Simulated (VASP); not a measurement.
Set up this calculation in VASP 6.6.1, as the native input.

```yaml
Task: single point
Functional: PBE
Potentials_or_basis: VASP PAW PBE potentials, release 64 (Si, W_sv)
Cutoff: 520 eV
k_mesh: 3 × 3 × 2
Occupations: methfessel-paxton, width 0.1 eV
Spin: no spin polarisation
Dipole_correction: no
Further_INCAR_settings: LREAL = Auto; ALGO = Normal; EDIFF = 1e-06; NBANDS = 148
```

The structure of Si24W11 (a cell with a defect) lies in POSCAR:

```
Si24W11
1.0
   -3.2292007300      3.2292007300      7.8679106400
    3.2292007300     -3.2292007300      7.8679106400
    4.8438010900      4.8438010900    -11.8018659700
Si W
24 11
Direct
    0.1612246063      0.1874557103      0.0065358794
    0.3258196703      0.3468439131      0.0062518050
    0.1810974744      0.1850009171      0.3483119907
    0.3378754189      0.3458893215      0.3473979358
    0.1863987572      0.1692542671      0.6787933565
    0.3587088867      0.3376366444      0.6794225111
    0.1621329021      0.6744949812      0.0000408770
    0.3310714157      0.8464983399      0.0050933140
    0.1706410923      0.6717105938      0.3364754187
    0.2767916154      0.7847659215      0.2771195545
    0.1803241122      0.6757282799      0.6722149484
    0.3357522275      0.8303814356      0.6713194740
    0.6654954424      0.1749302430      0.0038326305
    0.8205102443      0.3384127749     -0.0135679601
    0.6642072875      0.1730323397      0.3317814811
    0.8377133914      0.3400433379      0.3366536878
    0.6227208744      0.0456807162      0.5886398816
    0.8521245171      0.3175383627      0.6492624163
    0.6701148895      0.7052638348      0.0259432618
    0.8332641623      0.8410925701      0.0102835560
    0.6694642468      0.6662566420      0.3351514585
    0.8417736789      0.8452400165      0.3422307129
    0.6752117119      0.6647767768      0.6767512619
    0.8492113685      0.8265995812      0.6778699082
   -0.0029479594      0.0092031899      0.0041076212
    0.0126409624      0.0208454694      0.3507846355
   -0.0026770434      0.0138934657      0.6744559571
   -0.2881451613      0.4237810063     -0.2166027218
   -0.0017134497      0.5098112705      0.3339839869
    0.0122677015      0.5010363263      0.6686498764
    0.4988821465      0.0167228972      0.0081576430
    0.5023393855      0.0087991466      0.3362519372
    0.5014015940     -0.0101688032      0.6704337027
    0.5036150652      0.5166512631      0.0130850749
    0.4999555312      0.5044498322      0.3365311601
```

These files were run (other wordings do the same):

INCAR

```
ALGO     = Normal         # electronic algorithm
EDIFF    = 1E-6           # SCF threshold, eV
ENCUT    = 520            # plane-wave cutoff, eV
GGA      = PE             # functional
ISIF     = 2              # what is computed and relaxed
ISMEAR   = 1              # smearing method
LASPH    = True           # aspherical terms in the spheres
LCHARG   = False          # write CHGCAR
LREAL    = Auto         
LWAVE    = False          # write WAVECAR
NBANDS   = 148            # bands
NELM     = 80             # most SCF steps
PREC     = Accurate       # precision mode
SIGMA    = 0.1            # smearing width, eV
```

KPOINTS

```
k-points
0
Gamma
  3 3 2
```

Potentials or basis: VASP PAW PBE potentials, release 64 (Si, W_sv).

Launch:

```console
$ cat potpaw_PBE.64/Si/POTCAR potpaw_PBE.64/W_sv/POTCAR > POTCAR
$ mpirun -np 1 vasp_std > vasp.out
```

It gave:

- Pressure: 2.6 GPa
- Largest force: 0.068 eV/Å
- Band gap on the k mesh: zero (bands 125 and 126 overlap by 0.27 eV)

Caveat: spin-orbit coupling is left out, which moves the levels of the heavy elements.

It took 71 min on 1 thread of Intel(R) Xeon(R) Platinum 8124M CPU @ 3.00GHz (Skylake/Cascade Lake) (shared host), peak memory 1.3 GiB.
